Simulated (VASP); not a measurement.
# LiH (I4/mmm) in VASP: notebook, part 2 of 2

VASP 6.6.1. Earlier steps stand in the parts before.

## 3. Single point, HSE06 (epitaxial xy strain +5.8%)

File POSCAR:

```
LiH
1.0
    0.0000000000      2.1193688414      1.9667136018
    2.1193688414      0.0000000000      1.9667136018
    2.1193688414      2.1193688414      0.0000000000
Li H
1 1
Direct
    0.0000000000      0.0000000000      0.0000000000
    0.5000000000      0.5000000000      0.5000000000
```

File INCAR.step1:

```
PREC = Accurate
ENCUT = 520
EDIFF = 1E-5
ISMEAR = 0
SIGMA = 0.01
LREAL = False
LASPH = True
NELM = 60
ALGO = Normal
ISIF = 2
LWAVE = True
LCHARG = False
NBANDS = 9
GGA = PE
```

File INCAR.step2:

```
PREC = Accurate
ENCUT = 520
EDIFF = 1E-7
ISMEAR = 0
SIGMA = 0.01
LREAL = False
LASPH = True
NELM = 60
ALGO = Normal
ISIF = 2
LWAVE = False
LCHARG = False
GGA = PE
LHFCALC = True
HFSCREEN = 0.2079
PRECFOCK = Normal
NBANDS = 9
ISTART = 1
```

File KPOINTS:

```
Automatic mesh
0
Gamma
  8 8 8
```

Potentials or basis: VASP PAW PBE potentials, release 64 (Li_sv, H).

Run with:

```
$ cat potpaw_PBE.64/Li_sv/POTCAR potpaw_PBE.64/H/POTCAR > POTCAR
$ cp INCAR.step1 INCAR
$ mpirun -np 1 vasp_std > vasp.out
$ cp INCAR.step2 INCAR
$ mpirun -np 1 vasp_std > vasp.out
```

OUTCAR:

```text
PREC = Accurate
   ENCUT = 520
   EDIFF = 1E-7
   ISMEAR = 0
   LREAL = False
   LASPH = True
   NELM = 60
   ISIF = 2
   GGA = PE
   LHFCALC = True
   HFSCREEN = 0.2079
   PRECFOCK = Normal
   ISTART = 1

 ion  position               nearest neighbor table
   1  0.000  0.000  0.000-
   2  0.500  0.500  0.500-

  LATTYP: Found a body centered tetragonal cell.
 ALAT       =     2.9972401592
 C/A-ratio  =     1.3123496933

  Lattice vectors:

 A1 = (   0.0000000000,  -2.1193688414,  -1.9667136018)
 A2 = (   0.0000000000,   2.1193688414,  -1.9667136018)
 A3 = (   2.1193688414,   0.0000000000,   1.9667136018)

Analysis of symmetry for initial positions (statically):
=====================================================================
 Subroutine PRICEL returns:
 Original cell was already a primitive cell.

 Routine SETGRP: Setting up the symmetry group for a
 body centered tetragonal supercell.

 Subroutine GETGRP returns: Found 16 space group operations
 (whereof 16 operations were pure point group operations)
 out of a pool of 16 trial point group operations.

The static configuration has the point symmetry D_4h.

Analysis of symmetry for dynamics (positions and initial velocities):
=====================================================================
 Subroutine PRICEL returns:
 Original cell was already a primitive cell.

 Routine SETGRP: Setting up the symmetry group for a
 body centered tetragonal supercell.

 Subroutine GETGRP returns: Found 16 space group operations
 (whereof 16 operations were pure point group operations)
 out of a pool of 16 trial point group operations.

The dynamic configuration has the point symmetry D_4h.

 Subroutine INISYM returns: Found 16 space group operations
 (whereof 16 operations are pure point group operations),
 and found     1 'primitive' translations

----------------------------------------------------------------------------------------

                                     Primitive cell

  volume of cell :      17.6679

  direct lattice vectors                    reciprocal lattice vectors
     0.000000000  2.119368841  1.966713602    -0.235919294  0.235919294  0.254231221
     2.119368841  0.000000000  1.966713602     0.235919294 -0.235919294  0.254231221
     2.119368841  2.119368841  0.000000000     0.235919294  0.235919294 -0.254231221

  length of vectors
     2.891312276  2.891312276  2.997240159     0.419463157  0.419463157  0.419463157

  position of ions in fractional coordinates (direct lattice)
     0.000000000  0.000000000  0.000000000
     0.500000000  0.500000000  0.500000000

  ion indices of the primitive-cell ions
   primitive index   ion index
                 1           1
                 2           2

----------------------------------------------------------------------------------------

 KPOINTS: Automatic mesh

Automatic generation of k-mesh.
 Grid dimensions read from file:
[... 24 lines left out ...]
  0.250000 -0.000000  0.000000      8.000000
  0.375000 -0.000000  0.000000      8.000000
  0.500000 -0.000000  0.000000      4.000000
  0.125000  0.125000  0.000000      2.000000
[... 16 lines left out ...]
  0.250000 -0.000000  0.125000     16.000000
  0.375000  0.000000  0.125000     16.000000
 [... further k-points ...]
   k-points           NKPTS =     59   k-points in BZ     NKDIM =    512   number of bands    NBANDS=      9
   number of dos      NEDOS =    301   number of ions     NIONS =      2
   total plane-waves  NPLWV =  13824
   dimension x,y,z NGX =    24 NGY =   24 NGZ =   24
   dimension x,y,z NGXF=    48 NGYF=   48 NGZF=   48
   ions per type =               1   1
   NGX,Y,Z   is equivalent  to a cutoff of  13.80, 13.80, 13.31 a.u.
   NGXF,Y,Z  is equivalent  to a cutoff of  27.60, 27.60, 26.62 a.u.
 SYSTEM =  unknown system
   PREC   = accura    normal or accurate (medium, high low for compatibility)
   ISTART =      1    job   : 0-new  1-cont  2-samecut
   ICHARG =      0    charge: 1-file 2-atom 10-const
   ISPIN  =      1    spin polarized calculation?
   LNONCOLLINEAR =      F non collinear calculations
   LSORBIT =      F    spin-orbit coupling
   LASPH  =      T    aspherical Exc in radial PAW
   ENCUT  =  520.0 eV  38.22 Ry    6.18 a.u.   5.38  5.38  5.57*2*pi/ulx,y,z
   NELM   =     60;   NELMIN=  2; NELMDL=  0     # of ELM steps
   EDIFF  = 0.1E-06   stopping-criterion for ELM
   LREAL  =      F    real-space projection
   EDIFFG = 0.1E-05   stopping-criterion for IOM
   NSW    =      0    number of steps for IOM
   IBRION =     -1    ionic relax: 0-MD 1-quasi-New 2-CG
   NFREE  =      0    steps in history (QN), initial steepest desc. (CG)
   ISIF   =      2    stress and relaxation
   ISYM   =      3    0-nonsym 1-usesym 2-fastsym
   POTIM  = 0.5000    time-step for ionic-motion
   TEBEG  =    0.0;   TEEND  =   0.0 temperature during run
   PSTRESS=    0.0 pullay stress
   NELECT =       4.0000    total number of electrons
   NUPDOWN=      -1.0000    fix difference up-down
   EMIN   =  10.00;   EMAX   =-10.00  energy-range for DOS
   EFERMI =   0.00;   METHOD = LEGACY
   ISMEAR =     0;   SIGMA  =   0.01  broadening in eV -4-tet -1-fermi 0-gaus
   EFERMI_NEDOS =   21; number of points for ismear=-14 and -15
   IALGO  =     38    algorithm
   IMIX   =      1    mixing-type and parameters
     AMIX     =   0.40;   BMIX     =  1.00
     AMIX_MAG =   1.60;   BMIX_MAG =  1.00
  volume/ion in A,a.u.               =       8.83        59.61
  Fermi-wavevector in a.u.,A,eV,Ry     =   0.997777  1.885525 13.545398  0.995559
  Thomas-Fermi vector in A             =   2.129956
   LORBIT       =      0    0 simple, 1 ext, 2 COOP (PROOUT), +10 PAW based schemes
   GGA     = PE    functional components
   LHFCALC =     T    Hartree Fock is set to
   PRECFOCK=normal    Normal, Fast or Accurate (Low or Medium for compatibility)
   ENCUT4O =  -1.0   cutoff for four orbital integrals eV
   NKREDX  =     1    reduce k-point grid by
   NKREDY  =     1    reduce k-point grid by
   NKREDZ  =     1    reduce k-point grid by
   AEXX    =    0.2500 exact exchange contribution
   HFSCREEN=    0.2079 screening length (either q_TF or 0.3 A-1)
   HFSCREENC=   0.2079 screening length for correlation (either q_TF or 0.3 A-1)
   ENCUTFOCK=  -1.0 apply spherical cutoff to Coloumb kernel
   IVDW    =     0    specifies the selected vdW correction
   LEPSILON=     F    determine dielectric tensor
   LRPA    =     F    only Hartree local field effects (RPA)
 non-spin polarized calculation
 Gauss-broadening in eV      SIGMA  =   0.01
  energy-cutoff  :      520.00
  volume of cell :       17.67
 maximum number of plane-waves:       499
 NGX is ok and might be reduce to    24
  NGX = 18; NGY = 18; NGZ = 18

 number of electron       4.0000005 magnetization

 Free energy of the ion-electron system (eV)
  ---------------------------------------------------
  ext. energy  EPLUGINS =         0.00000000
  ---------------------------------------------------
  free energy    TOTEN  =        -6.75600061 eV

  energy without entropy =       -6.75600061  energy(sigma->0) =       -6.75600061

 E-fermi :  -0.4371     XC(G=0):  -6.8887

 val. band max:       -0.6253617759   @ k =   0.5000   0.5000   0.0000
 cond. band min:       2.6978208305   @ k =   0.5000   0.0000   0.5000
 fundamental gap:      3.3231826065
 Fermi energy:        -0.4370875617

 k-point     1 :       0.0000    0.0000    0.0000
  band No.  band energies     occupation
      1     -48.3914      2.00000
      2      -6.6844      2.00000
      3      15.5969      0.00000
      4      17.1419      0.00000
      5      17.7452      0.00000
      6      17.7452      0.00000
      7      21.8812      0.00000
      8      21.8812      0.00000
      9      22.2472      0.00000
[... 265 lines left out ...]
 k-point    24 :       0.3750    0.0000    0.1250
  band No.  band energies     occupation
      1     -48.3619      2.00000
      2      -4.4253      2.00000
      3       7.2279      0.00000
      4      11.9528      0.00000
      5      14.1866      0.00000
      6      16.4894      0.00000
      7      21.0801      0.00000
      8      22.9515      0.00000
      9      23.9856      0.00000

 [... further k-points ...]
[... 5 lines left out ...]
  --------------------------------------------------------------------------------------
  -------------------------------------------------------------------------------------
  Total       -0.5000435     -0.5000435     -0.0650469      0.0000000      0.0000000     -0.0000000
  in kB      -45.3454961    -45.3454961     -5.8986538      0.0000000      0.0000000     -0.0000000
  external PRESSURE =     -32.1965486 kB  Pullay stress =       0.0000000 kB

 VOLUME and BASIS-vectors are now :
 -----------------------------------------------------------------------------
  energy-cutoff  :      520.00
  volume of cell :       17.67
      direct lattice vectors                 reciprocal lattice vectors
     0.000000000  2.119368841  1.966713602    -0.235919294  0.235919294  0.254231221
     2.119368841  0.000000000  1.966713602     0.235919294 -0.235919294  0.254231221
     2.119368841  2.119368841  0.000000000     0.235919294  0.235919294 -0.254231221

 POSITION                                       TOTAL-FORCE (eV/Angst)
 -----------------------------------------------------------------------------------
      0.00000      0.00000      0.00000         0.000000      0.000000      0.000000
      2.11937      2.11937      1.96671         0.000000      0.000000     -0.000000
 -----------------------------------------------------------------------------------
    total drift:                               -0.000000     -0.000000      0.000000

  FREE ENERGIE OF THE ION-ELECTRON SYSTEM (eV)
  ---------------------------------------------------
  free  energy   TOTEN  =        -6.7560006084 eV

  energy  without entropy=       -6.7560006084  energy(sigma->0) =       -6.75600061
```

OUTCAR.step1:

```text
PREC = Accurate
   ENCUT = 520
   EDIFF = 1E-5
   ISMEAR = 0
   LREAL = False
[... 512 lines left out ...]
      0.00000      0.00000      0.00000         0.000000     -0.000000      0.000000
      2.11937      2.11937      1.96671        -0.000000      0.000000     -0.000000
 -----------------------------------------------------------------------------------
    total drift:                                0.000000     -0.000000     -0.000000

  FREE ENERGIE OF THE ION-ELECTRON SYSTEM (eV)
  ---------------------------------------------------
  free  energy   TOTEN  =        -6.1011700658 eV

  energy  without entropy=       -6.1011700658  energy(sigma->0) =       -6.10117007
```

It took 14 min on 1 thread of Intel Xeon Platinum 8375C at 2.90GHz (Ice Lake), shared host; peak memory 0.25 GiB.

What came out:

- Free energy: -6.7560 eV
- Band gap on the k mesh: 3.32 eV, indirect (least direct gap 3.90 eV)

Levels at points of the mesh, in eV from the valence-band top:
| k point | band 1 | band 2 | band 3 | band 4 | band 5 | band 6 | band 7 |
| --- | --- | --- | --- | --- | --- | --- | --- |
| (0.00, 0.00, 0.00) | -47.77 | -6.06 | 16.22 | 17.77 | 18.37 | 18.37 | 22.51 |
| (0.50, 0.00, 0.00) | -47.73 | -2.98 | 5.36 | 13.80 | 16.12 | 17.84 | 18.51 |
| (0.50, 0.50, 0.00) | -47.71 | 0.00 | 4.34 | 10.56 | 10.56 | 13.58 | 16.94 |
| (0.50, 0.00, 0.50) | -47.72 | -0.58 | 3.32 | 11.45 | 12.06 | 14.75 | 17.42 |

Caveat: the cell differs from its parent crystal (epitaxial xy strain +5.8%); the cutoff is under 1.25 times the usual one of these potentials, so pressure, stress and relaxed cells hold a basis-set (Pulay) error; the PAW data sets were made with another functional, which shifts forces and pressure a little.
